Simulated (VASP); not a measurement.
# Be12Si in VASP: a series of runs

Runs on Be12Si. Level: PBE. Tasks: single point.

All numbers are computed with VASP 6.6.1; they aren't measurements. Logs are shortened: lines on timing, memory, paths and dates and some standing lists are left out, and cuts for length are marked.

## Step 1: The cell of the first run

The cell holds a slab with vacuum, 13 atoms: a = 4.580 Å, b = 4.580 Å, c = 16.588 Å, α = 90.00°, β = 90.00°, γ = 60.00°.

## Step 2: Single point, PBE

File INCAR:

```
SYSTEM = Be12Si
PREC     = Accurate       ! precision mode
ENCUT    = 520            ! plane-wave cutoff, eV
EDIFF    = 1E-6           ! SCF threshold, eV
ISMEAR   = 0              ! smearing method
SIGMA    = 0.15           ! smearing width, eV
LREAL    = .False.        ! projectors in reciprocal space
LASPH    = .True.         ! aspherical terms in the spheres
NELM     = 80             ! most SCF steps
ALGO     = Normal         ! electronic algorithm
ISIF     = 2              ! what is computed and relaxed
LWAVE    = .False.        ! write WAVECAR
LCHARG   = .False.        ! write CHGCAR
GGA      = PE             ! functional
NBANDS   = 26             ! bands
```

File KPOINTS:

```
Automatic mesh
0
Gamma
  6 6 1
  0 0 0
```

File POSCAR:

```
Be12Si
1.0
    4.5800000000      0.0000000000      0.0000000000
    2.2900000000      3.9663960000      0.0000000000
    0.0000000000      0.0000000000     16.5884300000
Be Si
12 1
Direct
    0.0000000000      0.0000000000      0.0602829804
    0.5000000000      0.0000000000      0.0602829804
    0.0000000000      0.5000000000      0.0602829804
    0.5000000000      0.5000000000      0.0602829804
   -0.1695091394      0.3308741739      0.1692996866
    0.3417642132      0.3347139317      0.1698699033
   -0.1657806215      0.8341446492      0.1658173799
    0.3314518699      0.8321456052      0.1713540100
   -0.0035765718     -0.0043311359      0.2847622108
    0.5023996913      0.0036486523      0.2758283936
    0.0103861667      0.4953988457      0.2703884575
    0.5072482252      0.5097673051      0.2870965486
    0.8001181687      0.7283811299      0.3879199538
```

Potentials or basis: VASP PAW PBE potentials, release 64 (Be, Si).

Run with:

```
> cat potpaw_PBE.64/Be/POTCAR potpaw_PBE.64/Si/POTCAR > POTCAR
> mpirun -np 1 vasp_std > vasp.out
```

OUTCAR:

```text
SYSTEM = Be12Si
   PREC = Accurate
   ENCUT = 520
   EDIFF = 1E-6
   ISMEAR = 0
   LREAL = .False.
   LASPH = .True.
   NELM = 80
   ISIF = 2
   GGA = PE

 ion  position               nearest neighbor table
   1  0.000  0.000  0.060-   7 2.19   5 2.23   8 2.26   3 2.29   3 2.29   4 2.29   4 2.29   2 2.29
                             2 2.29
   2  0.500  0.000  0.060-   7 2.20   6 2.25   8 2.27   4 2.29   3 2.29   4 2.29   3 2.29   1 2.29
                             1 2.29
   3  0.000  0.500  0.060-   7 2.20   5 2.25   6 2.27   1 2.29   1 2.29   2 2.29   2 2.29   4 2.29
                             4 2.29
   4  0.500  0.500  0.060-   6 2.23   5 2.23   8 2.27   2 2.29   1 2.29   2 2.29   1 2.29   3 2.29
                             3 2.29
   5  0.830  0.331  0.169-  11 2.16   6 2.23   4 2.23   1 2.23   3 2.25   7 2.27   8 2.29   8 2.29
                             7 2.31   9 2.33  12 2.34   6 2.35
   6  0.342  0.335  0.170-  11 2.12  10 2.19   4 2.23   5 2.23   2 2.25   8 2.26   3 2.27   7 2.28
                             7 2.31   8 2.33   5 2.35  12 2.37
   7  0.834  0.834  0.166-   1 2.19  11 2.19   3 2.20   2 2.20  10 2.25   5 2.27   8 2.27   6 2.28
                             6 2.31   8 2.31   5 2.31   9 2.35
   8  0.331  0.832  0.171-  10 2.20   6 2.26   1 2.26   4 2.27   7 2.27   2 2.27   5 2.29   5 2.29
                             9 2.30  12 2.31   7 2.31   6 2.33
   9  0.996  0.996  0.285-  10 2.25  11 2.27  12 2.28  12 2.30   8 2.30   5 2.33  11 2.33  10 2.34
                             7 2.35  13 2.52
  10  0.502  0.004  0.276-   6 2.19   8 2.20   9 2.25   7 2.25  11 2.25  12 2.26  13 2.28  11 2.33
                            12 2.34   9 2.34
  11  0.010  0.495  0.270-   6 2.12   5 2.16   7 2.19  13 2.20  10 2.25   9 2.27  12 2.29  12 2.33
                            10 2.33   9 2.33
  12  0.507  0.510  0.287-  10 2.26   9 2.28  11 2.29   9 2.30   8 2.31  11 2.33  10 2.34   5 2.34
                             6 2.37  13 2.63
  13  0.800  0.728  0.388-  11 2.20  10 2.28   9 2.52  12 2.63

  LATTYP: Found a hexagonal cell.
 ALAT       =     4.5799996975
 C/A-ratio  =     3.6219281868

  Lattice vectors:

 A1 = (  -2.2900000000,  -3.9663960000,   0.0000000000)
 A2 = (   4.5800000000,   0.0000000000,   0.0000000000)
 A3 = (   0.0000000000,   0.0000000000,  16.5884300000)

Analysis of symmetry for initial positions (statically):
=====================================================================
 Subroutine PRICEL returns:
 Original cell was already a primitive cell.

 Routine SETGRP: Setting up the symmetry group for a
 hexagonal supercell.

 Subroutine GETGRP returns: Found  1 space group operations
 (whereof  1 operations were pure point group operations)
 out of a pool of 24 trial point group operations.

The static configuration has the point symmetry C_1 .

Analysis of symmetry for dynamics (positions and initial velocities):
=====================================================================
 Subroutine PRICEL returns:
 Original cell was already a primitive cell.

 Routine SETGRP: Setting up the symmetry group for a
 hexagonal supercell.

 Subroutine GETGRP returns: Found  1 space group operations
 (whereof  1 operations were pure point group operations)
 out of a pool of 24 trial point group operations.

The dynamic configuration has the point symmetry C_1 .

 Subroutine INISYM returns: Found  1 space group operations
 (whereof  1 operations are pure point group operations),
 and found     1 'primitive' translations

----------------------------------------------------------------------------------------

                                     Primitive cell

  volume of cell :     301.3470

  direct lattice vectors                    reciprocal lattice vectors
     4.580000000  0.000000000  0.000000000     0.218340611 -0.126059022  0.000000000
     2.290000000  3.966396000  0.000000000     0.000000000  0.252118044  0.000000000
     0.000000000  0.000000000 16.588430000     0.000000000  0.000000000  0.060282980

  length of vectors
     4.580000000  4.579999697 16.588430000     0.252118027  0.252118044  0.060282980

  position of ions in fractional coordinates (direct lattice)
     0.000000000  0.000000000  0.060282980
     0.500000000  0.000000000  0.060282980
     0.000000000  0.500000000  0.060282980
     0.500000000  0.500000000  0.060282980
     0.830490861  0.330874174  0.169299687
     0.341764213  0.334713932  0.169869903
     0.834219379  0.834144649  0.165817380
     0.331451870  0.832145605  0.171354010
     0.996423428  0.995668864  0.284762211
     0.502399691  0.003648652  0.275828394
     0.010386167  0.495398846  0.270388457
     0.507248225  0.509767305  0.287096549
     0.800118169  0.728381130  0.387919954

  ion indices of the primitive-cell ions
   primitive index   ion index
                 1           1
                 2           2
                 3           3
                 4           4
                 5           5
                 6           6
                 7           7
                 8           8
                 9           9
                10          10
                11          11
                12          12
                13          13

----------------------------------------------------------------------------------------

 KPOINTS: Automatic mesh

Automatic generation of k-mesh.
 Grid dimensions read from file:
 generate k-points for:    6    6    1

 Generating k-lattice:

  Cartesian coordinates                     Fractional coordinates (reciprocal lattice)
     0.036390102 -0.021009837  0.000000000     0.166666667  0.000000000  0.000000000
     0.000000000  0.042019674  0.000000000     0.000000000  0.166666667  0.000000000
     0.000000000  0.000000000  0.060282980     0.000000000  0.000000000  1.000000000

  Length of vectors
     0.042019671  0.042019674  0.060282980

  Shift w.r.t. Gamma in fractional coordinates (k-lattice)
     0.000000000  0.000000000  0.000000000

 Subroutine IBZKPT returns following result:
 ===========================================

 Found     20 irreducible k-points:

 Following reciprocal coordinates:
            Coordinates               Weight
  0.000000  0.000000  0.000000      1.000000
  0.166667 -0.000000  0.000000      2.000000
  0.166667  0.166667  0.000000      2.000000
  0.000000  0.166667  0.000000      2.000000
  0.333333  0.000000  0.000000      2.000000
  0.333333  0.333333  0.000000      2.000000
[... 12 lines left out ...]
  0.500000 -0.333333  0.000000      2.000000
 -0.333333  0.333333  0.000000      2.000000
   k-points           NKPTS =     20   k-points in BZ     NKDIM =     20   number of bands    NBANDS=     26
   number of dos      NEDOS =    301   number of ions     NIONS =     13
   total plane-waves  NPLWV = 163296
   dimension x,y,z NGX =    36 NGY =   36 NGZ =  126
   dimension x,y,z NGXF=    72 NGYF=   72 NGZF=  252
   ions per type =              12   1
   NGX,Y,Z   is equivalent  to a cutoff of  13.07, 13.07, 12.63 a.u.
   NGXF,Y,Z  is equivalent  to a cutoff of  26.13, 26.13, 25.25 a.u.
 SYSTEM =  Be12Si
   PREC   = accura    normal or accurate (medium, high low for compatibility)
   ISTART =      0    job   : 0-new  1-cont  2-samecut
   ICHARG =      2    charge: 1-file 2-atom 10-const
   ISPIN  =      1    spin polarized calculation?
   LNONCOLLINEAR =      F non collinear calculations
   LSORBIT =      F    spin-orbit coupling
   LASPH  =      T    aspherical Exc in radial PAW
   ENCUT  =  520.0 eV  38.22 Ry    6.18 a.u.   8.52  8.52 30.84*2*pi/ulx,y,z
   NELM   =     80;   NELMIN=  2; NELMDL= -5     # of ELM steps
   EDIFF  = 0.1E-05   stopping-criterion for ELM
   LREAL  =      F    real-space projection
   EDIFFG = 0.1E-04   stopping-criterion for IOM
   NSW    =      0    number of steps for IOM
   IBRION =     -1    ionic relax: 0-MD 1-quasi-New 2-CG
   NFREE  =      0    steps in history (QN), initial steepest desc. (CG)
   ISIF   =      2    stress and relaxation
   ISYM   =      2    0-nonsym 1-usesym 2-fastsym
   POTIM  = 0.5000    time-step for ionic-motion
   TEBEG  =    0.0;   TEEND  =   0.0 temperature during run
   PSTRESS=    0.0 pullay stress
   NELECT =      28.0000    total number of electrons
   NUPDOWN=      -1.0000    fix difference up-down
   EMIN   =  10.00;   EMAX   =-10.00  energy-range for DOS
   EFERMI =   0.00;   METHOD = LEGACY
   ISMEAR =     0;   SIGMA  =   0.15  broadening in eV -4-tet -1-fermi 0-gaus
   EFERMI_NEDOS =   21; number of points for ismear=-14 and -15
   IALGO  =     38    algorithm
   IMIX   =      4    mixing-type and parameters
     AMIX     =   0.40;   BMIX     =  1.00
     AMIX_MAG =   1.60;   BMIX_MAG =  1.00
  volume/ion in A,a.u.               =      23.18       156.43
  Fermi-wavevector in a.u.,A,eV,Ry     =   0.741490  1.401213  7.480582  0.549807
  Thomas-Fermi vector in A             =   1.836143
   LORBIT       =      0    0 simple, 1 ext, 2 COOP (PROOUT), +10 PAW based schemes
   GGA     = PE    functional components
   LHFCALC =     F    Hartree Fock is set to
   AEXX    =    0.0000 exact exchange contribution
   IVDW    =     0    specifies the selected vdW correction
   LEPSILON=     F    determine dielectric tensor
   LRPA    =     F    only Hartree local field effects (RPA)
 non-spin polarized calculation
 Gauss-broadening in eV      SIGMA  =   0.15
  energy-cutoff  :      520.00
  volume of cell :      301.35
 maximum number of plane-waves:      8143
 NGX is ok and might be reduce to    36
   NGX = 17   NGY = 17   NGZ = 61

 number of electron      28.0000000 magnetization

 Free energy of the ion-electron system (eV)
  ---------------------------------------------------
  ext. energy  EPLUGINS =         0.00000000
  ---------------------------------------------------
  free energy    TOTEN  =       -45.89484198 eV

  energy without entropy =      -45.86237601  energy(sigma->0) =      -45.87860900

 E-fermi :  -0.5637     XC(G=0):  -5.3071

 val. band max:       -0.6017669823   @ k =  -0.3333   0.3333   0.0000
 cond. band min:      -0.5117237718   @ k =   0.1667   0.1667   0.0000
 fundamental gap:      0.0900432105
 Fermi energy:        -0.5637064133

 k-point     1 :       0.0000    0.0000    0.0000
  band No.  band energies     occupation
      1     -10.5635      2.00000
      2      -9.1528      2.00000
      3      -7.2145      2.00000
      4      -4.2823      2.00000
      5      -4.2079      2.00000
      6      -4.1943      2.00000
[... 18 lines left out ...]
     25       3.9567      0.00000
     26       4.8779      0.00000

 k-point     2 :       0.1667   -0.0000    0.0000
  band No.  band energies     occupation
      1     -10.3727      2.00000
      2      -8.9905      2.00000
      3      -7.0797      2.00000
      4      -5.5379      2.00000
      5      -4.5896      2.00000
      6      -4.5171      2.00000
[... 18 lines left out ...]
     25       4.1635      0.00000
[... 492 lines left out ...]
     25       5.1551      0.00000
     26       5.6811      0.00000

 k-point    20 :      -0.3333    0.3333    0.0000
  band No.  band energies     occupation
      1      -8.8965      2.00000
      2      -7.9861      2.00000
      3      -7.9666      2.00000
      4      -7.4562      2.00000
      5      -6.0075      2.00000
      6      -5.8768      2.00000
[... 18 lines left out ...]
     25       5.6955      0.00000
     26       6.2467      0.00000

------------------------ aborting loop because EDIFF is reached ----------------------------------------

  FORCE on cell =-STRESS in cart. coord.  units (eV):
  Direction    XX          YY          ZZ          XY          YZ          ZX
  --------------------------------------------------------------------------------------
  -------------------------------------------------------------------------------------
  Total       -9.1857630     -7.7655322      0.0700395     -1.1820004      0.0215269     -0.3248823
  in kB      -48.8381254    -41.2871564      0.3723803     -6.2843648      0.1144526     -1.7273079
  external PRESSURE =     -29.9176338 kB  Pullay stress =       0.0000000 kB

 VOLUME and BASIS-vectors are now :
 -----------------------------------------------------------------------------
  energy-cutoff  :      520.00
  volume of cell :      301.35
      direct lattice vectors                 reciprocal lattice vectors
     4.580000000  0.000000000  0.000000000     0.218340611 -0.126059022  0.000000000
     2.290000000  3.966396000  0.000000000     0.000000000  0.252118044  0.000000000
     0.000000000  0.000000000 16.588430000     0.000000000  0.000000000  0.060282980

 POSITION                                       TOTAL-FORCE (eV/Angst)
 -----------------------------------------------------------------------------------
      0.00000      0.00000      1.00000         0.230545      0.086523      0.043666
      2.29000      0.00000      1.00000        -0.197212      0.203263     -0.063783
      1.14500      1.98320      1.00000         0.119091     -0.270670     -0.171204
      3.43500      1.98320      1.00000        -0.096599     -0.021640      0.168755
      4.56135      1.31238      2.80842         0.002788     -0.001688      0.005473
      2.33178      1.32761      2.81787        -0.000229      0.000060     -0.000620
      5.73092      3.30855      2.75065         0.000638     -0.001521      0.001741
      3.42366      3.30062      2.84249        -0.002120      0.000226     -0.001462
      6.84370      3.94922      4.72376        -0.001285     -0.001230      0.019326
      2.30935      0.01447      4.57556        -0.000186      0.005966     -0.007503
      1.18203      1.96495      4.48532         0.007097     -0.003422      0.007335
      3.49056      2.02194      4.76248         0.003697      0.000367     -0.003710
      5.33253      2.88905      6.43498        -0.066224      0.003766      0.001986
 -----------------------------------------------------------------------------------
    total drift:                                0.000003     -0.000001     -0.000030

  FREE ENERGIE OF THE ION-ELECTRON SYSTEM (eV)
  ---------------------------------------------------
  free  energy   TOTEN  =       -45.8948419831 eV

  energy  without entropy=      -45.8623760111  energy(sigma->0) =      -45.87860900
```

It took 5.7 min on 1 thread of Intel Xeon Platinum 8488C (Sapphire Rapids), shared host; peak memory 0.45 GiB.

Results:

| Quantity | Value |
| --- | --- |
| Free energy | -45.8948 eV |
| Largest force | 0.342 eV/Å |
| Band gap on the k mesh | zero (band 14 reaches -0.60 eV, above the bottom of band 15 at -0.71 eV) |

Forces in eV/Å, atoms in the order of the input:
```
Be   0.231  0.087  0.044
Be  -0.197  0.203 -0.064
Be   0.119 -0.271 -0.171
Be  -0.097 -0.022  0.169
Be   0.003 -0.002  0.005
Be   0.000  0.000 -0.001
Be   0.001 -0.002  0.002
Be  -0.002  0.000 -0.001
Be  -0.001 -0.001  0.019
Be   0.000  0.006 -0.008
Be   0.007 -0.003  0.007
Be   0.004  0.000 -0.004
Si  -0.066  0.004  0.002
```

Levels at points of the mesh, in eV from the Fermi level:
| k point | band 10 | band 11 | band 12 | band 13 | band 14 | band 15 | band 16 | band 17 | band 18 | band 19 |
| --- | --- | --- | --- | --- | --- | --- | --- | --- | --- | --- |
| (0.00, 0.00, 0.00) | -2.32 | -1.94 | -1.86 | -1.82 | -1.37 | -0.15 | 0.75 | 1.84 | 2.60 | 2.96 |
| (0.50, 0.00, 0.00) | -2.57 | -1.78 | -0.69 | -0.59 | -0.17 | 0.29 | 1.66 | 2.52 | 2.95 | 3.15 |
| (0.50, 0.50, 0.00) | -2.57 | -1.81 | -0.72 | -0.60 | -0.15 | 0.36 | 1.62 | 2.66 | 2.98 | 3.12 |
| (0.00, 0.50, 0.00) | -2.58 | -1.78 | -0.67 | -0.57 | -0.20 | 0.30 | 1.64 | 2.51 | 2.97 | 3.16 |

[end of part 1 of 3]
